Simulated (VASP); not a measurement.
# RbAu2 (P6/mmm) in VASP: single point with PBEsol

Aim: the single point of RbAu2 with PBEsol.

All numbers are computed with VASP 6.6.1; they aren't measurements. Logs are shortened: lines on timing, memory, paths and dates and some standing lists are left out, and cuts for length are marked.

### 1 The cell of the first run

Symmetry: P6/mmm, No. 191, hexagonal system. Conventional cell: a = 4.724 Å, b = 4.724 Å, c = 4.986 Å, α = 90.00°, β = 90.00°, γ = 120.00°. Rb (site symmetry 6/mmm) has 12 Au at 3.70 Å and 8 Rb at 4.72 to 4.99 Å within 5.0 Å. Within 3.7 Å of Au (site symmetry -6m2) lie 3 Au at 2.73 Å and 6 Rb at 3.70 Å.

### 2 Single point, PBEsol

File POSCAR:

```
RbAu2
1.0
    4.7241552488      0.0000000000      0.0000000000
   -2.3620776244      4.0912384569      0.0000000000
    0.0000000000      0.0000000000      4.9861862678
Rb Au
1 2
Direct
    0.0000000000      0.0000000000      0.5000000000
    0.3333333333      0.6666666667      0.0000000000
    0.6666666667      0.3333333333      0.0000000000
```

File INCAR.step1:

```
PREC = Accurate
ENCUT = 520
EDIFF = 1E-7
ISMEAR = 0
SIGMA = 0.1
LREAL = False
LASPH = True
NELM = 60
ALGO = Fast
ISIF = 2
LWAVE = False
LCHARG = True
LMAXMIX = 4
GGA = PS
NBANDS = 22
```

File KPOINTS.step1:

```
regular mesh
0
Gamma
  12 12 10
```

File INCAR.step2:

```
PREC = Accurate
ENCUT = 520
EDIFF = 1E-7
ISMEAR = -5
SIGMA = 0.1
LREAL = False
LASPH = True
NELM = 60
ALGO = Fast
ISIF = 2
LWAVE = False
LCHARG = False
LMAXMIX = 4
GGA = PS
LORBIT = 10
NBANDS = 22
NEDOS = 1001
ICHARG = 11
```

File KPOINTS.step2:

```
regular mesh
0
Gamma
  18 18 15
```

Potentials or basis: VASP PAW PBE potentials, release 64 (Rb_sv, Au).

Run with:

```bash
$ cat potpaw_PBE.64/Rb_sv/POTCAR potpaw_PBE.64/Au/POTCAR > POTCAR
$ cp INCAR.step1 INCAR
$ cp KPOINTS.step1 KPOINTS
$ mpirun -np 1 vasp_std > vasp.out
$ cp INCAR.step2 INCAR
$ cp KPOINTS.step2 KPOINTS
$ mpirun -np 1 vasp_std > vasp.out
```

OUTCAR:

```text
PREC = Accurate
   ENCUT = 520
   EDIFF = 1E-7
   ISMEAR = -5
   LREAL = False
   LASPH = True
   NELM = 60
   ISIF = 2
   GGA = PS
   LORBIT = 10
   ICHARG = 11

 ion  position               nearest neighbor table
   1  0.000  0.000  0.500-   2 3.70   3 3.70   2 3.70   3 3.70   3 3.70   3 3.70   2 3.70   2 3.70
                             3 3.70   3 3.70   2 3.70   2 3.70
   2  0.333  0.667  0.000-   3 2.73   3 2.73   3 2.73   1 3.70   1 3.70   1 3.70   1 3.70   1 3.70
                             1 3.70
   3  0.667  0.333  0.000-   2 2.73   2 2.73   2 2.73   1 3.70   1 3.70   1 3.70   1 3.70   1 3.70
                             1 3.70

  LATTYP: Found a hexagonal cell.
 ALAT       =     4.7241552488
 C/A-ratio  =     1.0554662168

  Lattice vectors:

 A1 = (   4.7241552488,   0.0000000000,   0.0000000000)
 A2 = (  -2.3620776244,   4.0912384569,   0.0000000000)
 A3 = (   0.0000000000,   0.0000000000,   4.9861862678)

Analysis of symmetry for initial positions (statically):
=====================================================================
 Subroutine PRICEL returns:
 Original cell was already a primitive cell.

 Routine SETGRP: Setting up the symmetry group for a
 hexagonal supercell.

 Subroutine GETGRP returns: Found 24 space group operations
 (whereof 24 operations were pure point group operations)
 out of a pool of 24 trial point group operations.

The static configuration has the point symmetry D_6h.

Analysis of symmetry for dynamics (positions and initial velocities):
=====================================================================
 Subroutine PRICEL returns:
 Original cell was already a primitive cell.

 Routine SETGRP: Setting up the symmetry group for a
 hexagonal supercell.

 Subroutine GETGRP returns: Found 24 space group operations
 (whereof 24 operations were pure point group operations)
 out of a pool of 24 trial point group operations.

The dynamic configuration has the point symmetry D_6h.

 Subroutine INISYM returns: Found 24 space group operations
 (whereof 24 operations are pure point group operations),
 and found     1 'primitive' translations

----------------------------------------------------------------------------------------

                                     Primitive cell

  volume of cell :      96.3712

  direct lattice vectors                    reciprocal lattice vectors
     4.724155249  0.000000000  0.000000000     0.211678056  0.122212383  0.000000000
    -2.362077624  4.091238457  0.000000000     0.000000000  0.244424765  0.000000000
     0.000000000  0.000000000  4.986186268     0.000000000  0.000000000  0.200554080

  length of vectors
     4.724155249  4.724155249  4.986186268     0.244424765  0.244424765  0.200554080

  position of ions in fractional coordinates (direct lattice)
     0.000000000  0.000000000  0.500000000
     0.333333333  0.666666667  0.000000000
     0.666666667  0.333333333  0.000000000

  ion indices of the primitive-cell ions
   primitive index   ion index
                 1           1
                 2           2
                 3           3

----------------------------------------------------------------------------------------

 KPOINTS: regular mesh

Automatic generation of k-mesh.
 Grid dimensions read from file:
 generate k-points for:   18   18   15

 Generating k-lattice:

  Cartesian coordinates                     Fractional coordinates (reciprocal lattice)
     0.011759892  0.006789577  0.000000000     0.055555556  0.000000000  0.000000000
     0.000000000  0.013579154  0.000000000     0.000000000  0.055555556  0.000000000
     0.000000000  0.000000000  0.013370272     0.000000000  0.000000000  0.066666667

  Length of vectors
     0.013579154  0.013579154  0.013370272

  Shift w.r.t. Gamma in fractional coordinates (k-lattice)
     0.000000000  0.000000000  0.000000000

 TETIRR: Found   4782 inequivalent tetrahedra from    29160

 Subroutine IBZKPT returns following result:
 ===========================================

 Found    296 irreducible k-points:

 Following reciprocal coordinates:
            Coordinates               Weight
  0.000000  0.000000  0.000000      1.000000
  0.055556 -0.000000  0.000000      6.000000
  0.111111 -0.000000  0.000000      6.000000
  0.166667  0.000000  0.000000      6.000000
  0.222222 -0.000000  0.000000      6.000000
  0.277778  0.000000  0.000000      6.000000
[... 16 lines left out ...]
  0.333333  0.111111  0.000000     12.000000
  0.388889  0.111111  0.000000     12.000000
 [... further k-points ...]
   k-points           NKPTS =    296   k-points in BZ     NKDIM =    296   number of bands    NBANDS=     22
   number of dos      NEDOS =   1001   number of ions     NIONS =      3
   total plane-waves  NPLWV =  51840
   dimension x,y,z NGX =    36 NGY =   36 NGZ =   40
   dimension x,y,z NGXF=    72 NGYF=   72 NGZF=   80
   ions per type =               1   2
   NGX,Y,Z   is equivalent  to a cutoff of  12.67, 12.67, 13.34 a.u.
   NGXF,Y,Z  is equivalent  to a cutoff of  25.34, 25.34, 26.67 a.u.
 SYSTEM =  unknown system
   PREC   = accura    normal or accurate (medium, high low for compatibility)
   ISTART =      0    job   : 0-new  1-cont  2-samecut
   ICHARG =     11    charge: 1-file 2-atom 10-const
   ISPIN  =      1    spin polarized calculation?
   LNONCOLLINEAR =      F non collinear calculations
   LSORBIT =      F    spin-orbit coupling
   LASPH  =      T    aspherical Exc in radial PAW
   ENCUT  =  520.0 eV  38.22 Ry    6.18 a.u.   8.78  8.78  9.27*2*pi/ulx,y,z
   NELM   =     60;   NELMIN=  2; NELMDL=  0     # of ELM steps
   EDIFF  = 0.1E-06   stopping-criterion for ELM
   LREAL  =      F    real-space projection
   EDIFFG = 0.1E-05   stopping-criterion for IOM
   NSW    =      0    number of steps for IOM
   IBRION =     -1    ionic relax: 0-MD 1-quasi-New 2-CG
   NFREE  =      0    steps in history (QN), initial steepest desc. (CG)
   ISIF   =      2    stress and relaxation
   ISYM   =      2    0-nonsym 1-usesym 2-fastsym
   POTIM  = 0.5000    time-step for ionic-motion
   TEBEG  =    0.0;   TEEND  =   0.0 temperature during run
   PSTRESS=    0.0 pullay stress
   NELECT =      31.0000    total number of electrons
   NUPDOWN=      -1.0000    fix difference up-down
   EMIN   =  10.00;   EMAX   =-10.00  energy-range for DOS
   EFERMI =   0.00;   METHOD = LEGACY
   ISMEAR =    -5;   SIGMA  =   0.10  broadening in eV -4-tet -1-fermi 0-gaus
   EFERMI_NEDOS =   21; number of points for ismear=-14 and -15
   IALGO  =     68    algorithm
   IMIX   =      4    mixing-type and parameters
     AMIX     =   0.40;   BMIX     =  1.00
     AMIX_MAG =   1.60;   BMIX_MAG =  1.00
  volume/ion in A,a.u.               =      32.12       216.78
  Fermi-wavevector in a.u.,A,eV,Ry     =   1.121707  2.119720 17.119224  1.258227
  Thomas-Fermi vector in A             =   2.258363
   LORBIT       =     10    0 simple, 1 ext, 2 COOP (PROOUT), +10 PAW based schemes
   GGA     = PS    functional components
   LHFCALC =     F    Hartree Fock is set to
   AEXX    =    0.0000 exact exchange contribution
   IVDW    =     0    specifies the selected vdW correction
   LEPSILON=     F    determine dielectric tensor
   LRPA    =     F    only Hartree local field effects (RPA)
 non-spin polarized calculation
 RMM-DIIS sequential band-by-band and
 Fermi weights with tetrahedron method with Bloechl corrections
  energy-cutoff  :      520.00
  volume of cell :       96.37
 maximum number of plane-waves:      2628
 NGX is ok and might be reduce to    36

 number of electron      31.0000003 magnetization

 Free energy of the ion-electron system (eV)
  ---------------------------------------------------
  ext. energy  EPLUGINS =         0.00000000
  ---------------------------------------------------
  free energy    TOTEN  =        -9.08976348 eV

  energy without entropy =       -9.08976348  energy(sigma->0) =       -9.08976348

 E-fermi :   2.4793     XC(G=0):  -8.9282

 val. band max:        2.5037047707   @ k =   0.2222   0.2222   0.0667
 cond. band min:       2.4838961408   @ k =   0.3333   0.0556   0.1333
 fundamental gap:     -0.0198086299
 Fermi energy:         2.4792736463

 k-point     1 :       0.0000    0.0000    0.0000
  band No.  band energies     occupation
      1     -24.3340      2.00000
      2      -8.4415      2.00000
      3      -8.4415      2.00000
      4      -8.4153      2.00000
      5      -3.4170      2.00000
      6      -1.3171      2.00000
[... 14 lines left out ...]
     21       9.3760      0.00000
     22       9.9724      0.00000

 k-point     2 :       0.0556   -0.0000    0.0000
  band No.  band energies     occupation
      1     -24.3338      2.00000
      2      -8.4479      2.00000
      3      -8.4426      2.00000
      4      -8.4149      2.00000
      5      -3.3857      2.00000
      6      -1.3218      2.00000
[... 14 lines left out ...]
     21       9.2950      0.00000
     22       9.9903      0.00000

 k-point     3 :       0.1111   -0.0000    0.0000
  band No.  band energies     occupation
      1     -24.3331      2.00000
      2      -8.4662      2.00000
      3      -8.4457      2.00000
      4      -8.4137      2.00000
      5      -3.2942      2.00000
      6      -1.4543      2.00000
[... 14 lines left out ...]
     21       9.0797      0.00000
     22       9.9680      0.00000
[... 476 lines left out ...]
 k-point    23 :       0.3333    0.1111    0.0000
  band No.  band energies     occupation
      1     -24.3269      2.00000
      2      -8.6106      2.00000
      3      -8.4864      2.00000
      4      -8.4028      2.00000
      5      -2.3724      2.00000
      6      -2.1146      2.00000
[... 14 lines left out ...]
     21       8.8187      0.00000
     22       9.6306      0.00000

 k-point    24 :       0.3889    0.1111    0.0000
  band No.  band energies     occupation
      1     -24.3262      2.00000
      2      -8.6240      2.00000
      3      -8.4907      2.00000
      4      -8.4018      2.00000
      5      -2.3334      2.00000
      6      -2.0838      2.00000
[... 14 lines left out ...]
     21       9.1103      0.00000
     22       9.6723      0.00000

 [... further k-points ...]

------------------------ aborting loop because EDIFF is reached ----------------------------------------

  FORCE on cell =-STRESS in cart. coord.  units (eV):
  Direction    XX          YY          ZZ          XY          YZ          ZX
  --------------------------------------------------------------------------------------
  -------------------------------------------------------------------------------------
  Total       -1.7948998     -1.7948998     -0.7395991      0.0000000      0.0000000      0.0000000
  in kB      -29.8403113    -29.8403113    -12.2958773      0.0000000      0.0000000      0.0000000
  external PRESSURE =     -23.9921667 kB  Pullay stress =       0.0000000 kB

 VOLUME and BASIS-vectors are now :
 -----------------------------------------------------------------------------
  energy-cutoff  :      520.00
  volume of cell :       96.37
      direct lattice vectors                 reciprocal lattice vectors
     4.724155249  0.000000000  0.000000000     0.211678056  0.122212383  0.000000000
    -2.362077624  4.091238457  0.000000000     0.000000000  0.244424765  0.000000000
     0.000000000  0.000000000  4.986186268     0.000000000  0.000000000  0.200554080

 POSITION                                       TOTAL-FORCE (eV/Angst)
 -----------------------------------------------------------------------------------
      0.00000      0.00000      2.49309        -0.000000      0.000000     -0.000000
     -0.00000      2.72749      0.00000         0.000000      0.000000     -0.000000
      2.36208      1.36375      0.00000        -0.000000      0.000000      0.000000
 -----------------------------------------------------------------------------------
    total drift:                               -0.000000      0.000000      0.000000

  FREE ENERGIE OF THE ION-ELECTRON SYSTEM (eV)
  ---------------------------------------------------
  free  energy   TOTEN  =        -9.0897634762 eV

  energy  without entropy=       -9.0897634762  energy(sigma->0) =       -9.08976348

 total charge

# of ion       s       p       d       tot
------------------------------------------
    1        1.941   5.338   0.025   7.304
    2        0.686   0.178   8.764   9.627
    3        0.686   0.178   8.764   9.627
--------------------------------------------------
tot          3.314   5.693  17.552  26.559
```

Wall time 19 min (1 thread of Intel Xeon 8259CL, shared host); peak memory 0.65 GiB.

Results:

| Property | Result |
| --- | --- |
| Valence electrons inside the program's atomic spheres | Rb 7.30; Au 9.63 |

Caveat: the PAW data sets were made with another functional, which shifts forces and pressure a little; spin-orbit coupling is left out, which moves the levels of the heavy elements.
